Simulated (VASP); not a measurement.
# Al2Au (Fm-3m) in VASP: notebook

The runs below take Al2Au through single point, with PBEsol.

Everything below comes from runs of VASP 6.6.1. Logs are shortened: lines on timing, memory, paths and dates and some standing lists are left out, and cuts for length are marked.

## (1) The cell of the first run

Symmetry: Fm-3m, No. 225, cubic system. Conventional cell: a = 5.753 Å, b = 5.753 Å, c = 5.753 Å, α = 90.00°, β = 90.00°, γ = 90.00°. Al (site symmetry -43m) has 4 Au at 2.49 Å and 6 Al at 2.88 Å within 3.3 Å. Au (site symmetry m-3m) has 8 Al at 2.49 Å within 3.3 Å.

## (2) Single point, PBEsol (15.86 Å³/atom)

INCAR reads:

```
PREC = Accurate
ENCUT = 520
EDIFF = 1E-7
ISMEAR = 0
SIGMA = 0.1
LREAL = F
LASPH = T
NELM = 100
ALGO = Normal
ISIF = 2
LWAVE = F
LCHARG = F
GGA = PS
NBANDS = 16
```

KPOINTS reads:

```
regular mesh
0
Gamma
  12 12 12
```

POSCAR reads:

```
Al2Au
1.0
    0.0000000000      2.8762823887      2.8762823887
    2.8762823887      0.0000000000      2.8762823887
    2.8762823887      2.8762823887      0.0000000000
Al Au
2 1
Direct
    0.2500000000      0.2500000000      0.2500000000
    0.7500000000      0.7500000000      0.7500000000
    0.0000000000      0.0000000000      0.0000000000
```

Potentials or basis: VASP PAW PBE potentials, release 64 (Al, Au).

On the command line:

```console
> cat potpaw_PBE.64/Al/POTCAR potpaw_PBE.64/Au/POTCAR > POTCAR
> mpirun -np 1 vasp_std > vasp.out
```

OUTCAR:

```text
PREC = Accurate
   ENCUT = 520
   EDIFF = 1E-7
   ISMEAR = 0
   LREAL = F
   LASPH = T
   NELM = 100
   ISIF = 2
   GGA = PS

 ion  position               nearest neighbor table
   1  0.250  0.250  0.250-   3 2.49   3 2.49   3 2.49   3 2.49   2 2.88   2 2.88   2 2.88   2 2.88
                             2 2.88   2 2.88
   2  0.750  0.750  0.750-   3 2.49   3 2.49   3 2.49   3 2.49   1 2.88   1 2.88   1 2.88   1 2.88
                             1 2.88   1 2.88
   3  0.000  0.000  0.000-   2 2.49   2 2.49   2 2.49   1 2.49   2 2.49   1 2.49   1 2.49   1 2.49

  LATTYP: Found a face centered cubic cell.
 ALAT       =     5.7525647774

  Lattice vectors:

 A1 = (   0.0000000000,   2.8762823887,   2.8762823887)
 A2 = (   2.8762823887,   0.0000000000,   2.8762823887)
 A3 = (   2.8762823887,   2.8762823887,   0.0000000000)

Analysis of symmetry for initial positions (statically):
=====================================================================
 Subroutine PRICEL returns:
 Original cell was already a primitive cell.

 Routine SETGRP: Setting up the symmetry group for a
 face centered cubic supercell.

 Subroutine GETGRP returns: Found 48 space group operations
 (whereof 48 operations were pure point group operations)
 out of a pool of 48 trial point group operations.

The static configuration has the point symmetry O_h .

Analysis of symmetry for dynamics (positions and initial velocities):
=====================================================================
 Subroutine PRICEL returns:
 Original cell was already a primitive cell.

 Routine SETGRP: Setting up the symmetry group for a
 face centered cubic supercell.

 Subroutine GETGRP returns: Found 48 space group operations
 (whereof 48 operations were pure point group operations)
 out of a pool of 48 trial point group operations.

The dynamic configuration has the point symmetry O_h .

 Subroutine INISYM returns: Found 48 space group operations
 (whereof 48 operations are pure point group operations),
 and found     1 'primitive' translations

----------------------------------------------------------------------------------------

                                     Primitive cell

  volume of cell :      47.5910

  direct lattice vectors                    reciprocal lattice vectors
     0.000000000  2.876282389  2.876282389    -0.173835504  0.173835504  0.173835504
     2.876282389  0.000000000  2.876282389     0.173835504 -0.173835504  0.173835504
     2.876282389  2.876282389  0.000000000     0.173835504  0.173835504 -0.173835504

  length of vectors
     4.067677563  4.067677563  4.067677563     0.301091926  0.301091926  0.301091926

  position of ions in fractional coordinates (direct lattice)
     0.250000000  0.250000000  0.250000000
     0.750000000  0.750000000  0.750000000
     0.000000000  0.000000000  0.000000000

  ion indices of the primitive-cell ions
   primitive index   ion index
                 1           1
                 2           2
                 3           3

----------------------------------------------------------------------------------------

 KPOINTS: regular mesh

Automatic generation of k-mesh.
 Grid dimensions read from file:
 generate k-points for:   12   12   12

 Generating k-lattice:

  Cartesian coordinates                     Fractional coordinates (reciprocal lattice)
    -0.014486292  0.014486292  0.014486292     0.083333333  0.000000000  0.000000000
     0.014486292 -0.014486292  0.014486292     0.000000000  0.083333333  0.000000000
     0.014486292  0.014486292 -0.014486292     0.000000000  0.000000000  0.083333333

  Length of vectors
     0.025090994  0.025090994  0.025090994

  Shift w.r.t. Gamma in fractional coordinates (k-lattice)
     0.000000000  0.000000000  0.000000000

 Subroutine IBZKPT returns following result:
 ===========================================

 Found     72 irreducible k-points:

 Following reciprocal coordinates:
            Coordinates               Weight
  0.000000  0.000000  0.000000      1.000000
  0.083333  0.000000  0.000000      8.000000
  0.166667  0.000000  0.000000      8.000000
  0.250000  0.000000  0.000000      8.000000
  0.333333  0.000000  0.000000      8.000000
  0.416667  0.000000  0.000000      8.000000
[... 16 lines left out ...]
  0.500000  0.166667  0.000000     24.000000
 -0.416667  0.166667  0.000000     24.000000
 [... further k-points ...]
   k-points           NKPTS =     72   k-points in BZ     NKDIM =     72   number of bands    NBANDS=     16
   number of dos      NEDOS =    301   number of ions     NIONS =      3
   total plane-waves  NPLWV =  27000
   dimension x,y,z NGX =    30 NGY =   30 NGZ =   30
   dimension x,y,z NGXF=    60 NGYF=   60 NGZF=   60
   ions per type =               2   1
   NGX,Y,Z   is equivalent  to a cutoff of  12.26, 12.26, 12.26 a.u.
   NGXF,Y,Z  is equivalent  to a cutoff of  24.52, 24.52, 24.52 a.u.
 SYSTEM =  unknown system
   PREC   = accura    normal or accurate (medium, high low for compatibility)
   ISTART =      0    job   : 0-new  1-cont  2-samecut
   ICHARG =      2    charge: 1-file 2-atom 10-const
   ISPIN  =      1    spin polarized calculation?
   LNONCOLLINEAR =      F non collinear calculations
   LSORBIT =      F    spin-orbit coupling
   LASPH  =      T    aspherical Exc in radial PAW
   ENCUT  =  520.0 eV  38.22 Ry    6.18 a.u.   7.56  7.56  7.56*2*pi/ulx,y,z
   NELM   =    100;   NELMIN=  2; NELMDL= -5     # of ELM steps
   EDIFF  = 0.1E-06   stopping-criterion for ELM
   LREAL  =      F    real-space projection
   EDIFFG = 0.1E-05   stopping-criterion for IOM
   NSW    =      0    number of steps for IOM
   IBRION =     -1    ionic relax: 0-MD 1-quasi-New 2-CG
   NFREE  =      0    steps in history (QN), initial steepest desc. (CG)
   ISIF   =      2    stress and relaxation
   ISYM   =      2    0-nonsym 1-usesym 2-fastsym
   POTIM  = 0.5000    time-step for ionic-motion
   TEBEG  =    0.0;   TEEND  =   0.0 temperature during run
   PSTRESS=    0.0 pullay stress
   NELECT =      17.0000    total number of electrons
   NUPDOWN=      -1.0000    fix difference up-down
   EMIN   =  10.00;   EMAX   =-10.00  energy-range for DOS
   EFERMI =   0.00;   METHOD = LEGACY
   ISMEAR =     0;   SIGMA  =   0.10  broadening in eV -4-tet -1-fermi 0-gaus
   EFERMI_NEDOS =   21; number of points for ismear=-14 and -15
   IALGO  =     38    algorithm
   IMIX   =      4    mixing-type and parameters
     AMIX     =   0.40;   BMIX     =  1.00
     AMIX_MAG =   1.60;   BMIX_MAG =  1.00
  volume/ion in A,a.u.               =      15.86       107.05
  Fermi-wavevector in a.u.,A,eV,Ry     =   1.161581  2.195070 18.357949  1.349271
  Thomas-Fermi vector in A             =   2.298152
   LORBIT       =      0    0 simple, 1 ext, 2 COOP (PROOUT), +10 PAW based schemes
   GGA     = PS    functional components
   LHFCALC =     F    Hartree Fock is set to
   AEXX    =    0.0000 exact exchange contribution
   IVDW    =     0    specifies the selected vdW correction
   LEPSILON=     F    determine dielectric tensor
   LRPA    =     F    only Hartree local field effects (RPA)
 non-spin polarized calculation
 Gauss-broadening in eV      SIGMA  =   0.10
  energy-cutoff  :      520.00
  volume of cell :       47.59
 maximum number of plane-waves:      1303
   NGX = 15   NGY = 15   NGZ = 15

 number of electron      16.9999999 magnetization

 Free energy of the ion-electron system (eV)
  ---------------------------------------------------
  ext. energy  EPLUGINS =         0.00000000
  ---------------------------------------------------
  free energy    TOTEN  =       -13.12893776 eV

  energy without entropy =      -13.12392227  energy(sigma->0) =      -13.12643001

 E-fermi :   9.2536     XC(G=0): -11.1996

 val. band max:        9.2237824643   @ k =   0.3333   0.1667   0.0000
 cond. band min:       9.2870906019   @ k =   0.5000   0.0833   0.0000
 fundamental gap:      0.0633081377
 Fermi energy:         9.2536325590

 k-point     1 :       0.0000    0.0000    0.0000
  band No.  band energies     occupation
      1      -2.2910      2.00000
      2       1.8917      2.00000
      3       1.8917      2.00000
      4       1.8917      2.00000
      5       2.9910      2.00000
      6       2.9910      2.00000
[... 8 lines left out ...]
     15      15.3614      0.00000
     16      15.3614      0.00000

 k-point     2 :       0.0833    0.0000    0.0000
  band No.  band energies     occupation
      1      -2.1902      2.00000
      2       1.8622      2.00000
      3       1.9190      2.00000
      4       1.9190      2.00000
      5       2.9845      2.00000
      6       2.9845      2.00000
[... 8 lines left out ...]
     15      15.0625      0.00000
     16      15.1955      0.00000

 k-point     3 :       0.1667    0.0000    0.0000
  band No.  band energies     occupation
      1      -1.8936      2.00000
      2       1.7890      2.00000
      3       1.9896      2.00000
      4       1.9896      2.00000
      5       2.9755      2.00000
      6       2.9755      2.00000
[... 8 lines left out ...]
     15      15.0054      0.00000
     16      15.6398      0.00000

 k-point     4 :       0.2500    0.0000    0.0000
  band No.  band energies     occupation
      1      -1.4239      2.00000
      2       1.7148      2.00000
      3       2.0720      2.00000
      4       2.0720      2.00000
      5       2.9902      2.00000
      6       2.9902      2.00000
[... 8 lines left out ...]
     15      15.9499      0.00000
     16      16.4679      0.00000
[... 324 lines left out ...]
 k-point    22 :       0.4167    0.1667    0.0000
  band No.  band energies     occupation
      1      -0.2878      2.00000
      2       1.5524      2.00000
      3       2.2137      2.00000
      4       2.3014      2.00000
      5       2.9767      2.00000
      6       3.2002      2.00000
[... 8 lines left out ...]
     15      19.0739      0.00000
     16      19.7209      0.00000

 k-point    23 :       0.5000    0.1667    0.0000
  band No.  band energies     occupation
      1       0.1748      2.00000
      2       1.7121      2.00000
      3       2.2230      2.00000
      4       2.3244      2.00000
      5       3.1760      2.00000
      6       3.2055      2.00000
[... 8 lines left out ...]
     15      18.8486      0.00000
     16      20.0690      0.00000

 k-point    24 :      -0.4167    0.1667    0.0000
  band No.  band energies     occupation
      1       0.2424      2.00000
      2       1.7906      2.00000
      3       2.2723      2.00000
      4       2.3285      2.00000
      5       3.0793      2.00000
      6       3.1095      2.00000
[... 8 lines left out ...]
     15      17.8962      0.00000
     16      18.7706      0.00000

 [... further k-points ...]

------------------------ aborting loop because EDIFF is reached ----------------------------------------

  FORCE on cell =-STRESS in cart. coord.  units (eV):
  Direction    XX          YY          ZZ          XY          YZ          ZX
  --------------------------------------------------------------------------------------
  -------------------------------------------------------------------------------------
  Total        5.8141680      5.8141680      5.8141680     -0.0000000     -0.0000000      0.0000000
  in kB      195.7373014    195.7373014    195.7373014     -0.0000000     -0.0000000      0.0000000
  external PRESSURE =     195.7373014 kB  Pullay stress =       0.0000000 kB

 VOLUME and BASIS-vectors are now :
 -----------------------------------------------------------------------------
  energy-cutoff  :      520.00
  volume of cell :       47.59
      direct lattice vectors                 reciprocal lattice vectors
     0.000000000  2.876282389  2.876282389    -0.173835504  0.173835504  0.173835504
     2.876282389  0.000000000  2.876282389     0.173835504 -0.173835504  0.173835504
     2.876282389  2.876282389  0.000000000     0.173835504  0.173835504 -0.173835504

 POSITION                                       TOTAL-FORCE (eV/Angst)
 -----------------------------------------------------------------------------------
      1.43814      1.43814      1.43814        -0.000000     -0.000000     -0.000000
      4.31442      4.31442      4.31442         0.000000      0.000000      0.000000
      0.00000      0.00000      0.00000         0.000000     -0.000000      0.000000
 -----------------------------------------------------------------------------------
    total drift:                                0.000000     -0.000000     -0.000000

  FREE ENERGIE OF THE ION-ELECTRON SYSTEM (eV)
  ---------------------------------------------------
  free  energy   TOTEN  =       -13.1289377597 eV

  energy  without entropy=      -13.1239222650  energy(sigma->0) =      -13.12643001
```

Wall time 53 s (1 thread of Intel Xeon 8259CL, shared host); peak memory 0.2 GiB.

Results:

| Item | Value |
| --- | --- |
| Free energy | -13.1289 eV |
| Pressure | 19.6 GPa |
| Band gap on the k mesh | zero (an odd number of electrons rules out a gap without spin polarisation) |

Caveat: the cell stands under pressure; the PAW data sets were made with another functional, which shifts forces and pressure a little; spin-orbit coupling is left out, which moves the levels of the heavy elements.

## (3) Single point, PBEsol (16.40 Å³/atom)

This run uses another cell than the first one, of 16.40 Å³/atom.

INCAR reads:

```
PREC = Accurate
ENCUT = 520
EDIFF = 1E-6
ISMEAR = 0
SIGMA = 0.1
LREAL = F
LASPH = T
NELM = 80
ALGO = Fast
ISIF = 2
LWAVE = F
LCHARG = F
GGA = PS
NBANDS = 16
```

KPOINTS reads:

```
Automatic mesh
0
Gamma
  12 12 12
```

POSCAR reads:

```
Al2Au
1.0
    0.0000000000      2.9086028735      2.9086028735
    2.9086028735      0.0000000000      2.9086028735
    2.9086028735      2.9086028735      0.0000000000
Al Au
2 1
Direct
    0.2500000000      0.2500000000      0.2500000000
    0.7500000000      0.7500000000      0.7500000000
    0.0000000000      0.0000000000      0.0000000000
```

Potentials or basis: VASP PAW PBE potentials, release 64 (Al, Au).

On the command line:

```console
> cat potpaw_PBE.64/Al/POTCAR potpaw_PBE.64/Au/POTCAR > POTCAR
> mpirun -np 1 vasp_std > vasp.out
```

It took 80 s on 1 thread of Intel Xeon 8259CL, shared host; peak memory 0.21 GiB.

Results (log left out):

| Item | Value |
| --- | --- |
| Free energy | -13.2949 eV |
| Pressure | 13.3 GPa |
| Band gap on the k mesh | zero (an odd number of electrons rules out a gap without spin polarisation) |

Levels at points of the mesh, in eV from the Fermi level:
| k point | band 5 | band 6 | band 7 | band 8 | band 9 | band 10 | band 11 | band 12 | band 13 | band 14 |
| --- | --- | --- | --- | --- | --- | --- | --- | --- | --- | --- |
| (0.00, 0.00, 0.00) | -6.09 | -6.09 | 2.93 | 2.93 | 2.93 | 2.95 | 4.36 | 4.36 | 4.36 | 6.00 |
| (0.50, 0.00, 0.00) | -5.94 | -5.94 | -5.84 | 0.29 | 0.29 | 3.41 | 4.11 | 4.11 | 4.36 | 9.14 |
| (0.50, 0.50, 0.00) | -6.23 | -5.72 | -5.37 | -2.35 | -2.35 | 1.84 | 2.07 | 7.67 | 10.62 | 10.62 |

Caveat: the cell stands under pressure; the PAW data sets were made with another functional, which shifts forces and pressure a little; spin-orbit coupling is left out, which moves the levels of the heavy elements.

## (4) Single point, PBEsol (16.95 Å³/atom)

This run uses another cell than the first one, of 16.95 Å³/atom.

INCAR reads:

```
  ALGO = Normal
  EDIFF = 1E-6
  ENCUT = 520
  GGA = PS
  ISIF = 2
  ISMEAR = 0
  LASPH = T
  LCHARG = T
  LELF = T
  LREAL = F
  LVHAR = T
  LWAVE = F
  NBANDS = 16
  NELM = 100
  PREC = Accurate
  SIGMA = 0.1
```

KPOINTS reads:

```
k-points
0
Gamma
  12 12 12
```

POSCAR reads:

```
Al2Au
1.0
    0.0000000000      2.9402205992      2.9402205992
    2.9402205992      0.0000000000      2.9402205992
    2.9402205992      2.9402205992      0.0000000000
Al Au
2 1
Direct
    0.2500000000      0.2500000000      0.2500000000
    0.7500000000      0.7500000000      0.7500000000
    0.0000000000      0.0000000000      0.0000000000
```

On the command line:

```console
> cat potpaw_PBE.64/Al/POTCAR potpaw_PBE.64/Au/POTCAR > POTCAR
> mpirun -np 1 vasp_std > vasp.out
```

Wall time 67 s (1 thread of Intel Xeon 8259CL, shared host); peak memory 0.21 GiB.

The run converged. Its results:

* Free energy: -13.4025 eV
* Pressure: 8.0 GPa
* Band gap on the k mesh: zero (an odd number of electrons rules out a gap without spin polarisation)

Levels at points of the mesh, in eV from the Fermi level:
| k point | band 6 | band 7 | band 8 | band 9 | band 10 | band 11 | band 12 | band 13 |
| --- | --- | --- | --- | --- | --- | --- | --- | --- |
| (0.00, 0.00, 0.00) | -5.93 | 2.70 | 2.93 | 2.93 | 2.93 | 4.20 | 4.20 | 4.20 |
| (0.50, 0.00, 0.00) | -5.79 | -5.71 | 0.31 | 0.31 | 3.36 | 4.01 | 4.01 | 4.08 |
| (0.50, 0.50, 0.00) | -5.59 | -5.26 | -2.27 | -2.27 | 1.64 | 2.06 | 7.67 | 10.33 |

Caveat: the cell stands under pressure; the PAW data sets were made with another functional, which shifts forces and pressure a little; spin-orbit coupling is left out, which moves the levels of the heavy elements.

## (5) Single point, PBEsol (17.49 Å³/atom)

This run uses another cell than the first one, of 17.49 Å³/atom.

INCAR reads:

```
ALGO = Normal
EDIFF = 1E-6
ENCUT = 520
GGA = PS
ISIF = 2
ISMEAR = 0
LASPH = True
LCHARG = False
LREAL = False
LWAVE = False
NBANDS = 16
NELM = 60
PREC = Accurate
SIGMA = 0.1
```

KPOINTS is that of step 4.

POSCAR reads:

```
Al2Au
1.0
    0.0000000000      2.9711725643      2.9711725643
    2.9711725643      0.0000000000      2.9711725643
    2.9711725643      2.9711725643      0.0000000000
Al Au
2 1
Direct
    0.2500000000      0.2500000000      0.2500000000
    0.7500000000      0.7500000000      0.7500000000
    0.0000000000      0.0000000000      0.0000000000
```

On the command line:

```console
> cat potpaw_PBE.64/Al/POTCAR potpaw_PBE.64/Au/POTCAR > POTCAR
> mpirun -np 1 vasp_std > vasp.out
```

It took 68 s on 1 thread of Intel Xeon 8259CL, shared host; peak memory 0.21 GiB.

It converged, with:

```yaml
Free_energy: -13.4610 eV
Pressure: 3.6 GPa
Band_gap_on_the_k_mesh: zero (an odd number of electrons rules out a gap without spin polarisation)
```

Levels at points of the mesh, in eV from the Fermi level:
```csv
k point,band 6,band 7,band 8,band 9,band 10,band 11,band 12,band 13
"(0.00, 0.00, 0.00)",-5.78,2.47,2.92,2.92,2.92,4.05,4.05,4.05
"(0.50, 0.00, 0.00)",-5.66,-5.59,0.33,0.33,3.30,3.82,3.90,3.90
"(0.50, 0.50, 0.00)",-5.46,-5.15,-2.19,-2.19,1.45,2.04,7.66,10.06
```

Caveat: the cell stands under pressure; the PAW data sets were made with another functional, which shifts forces and pressure a little; spin-orbit coupling is left out, which moves the levels of the heavy elements.

(Continued in part 2 of 2.)
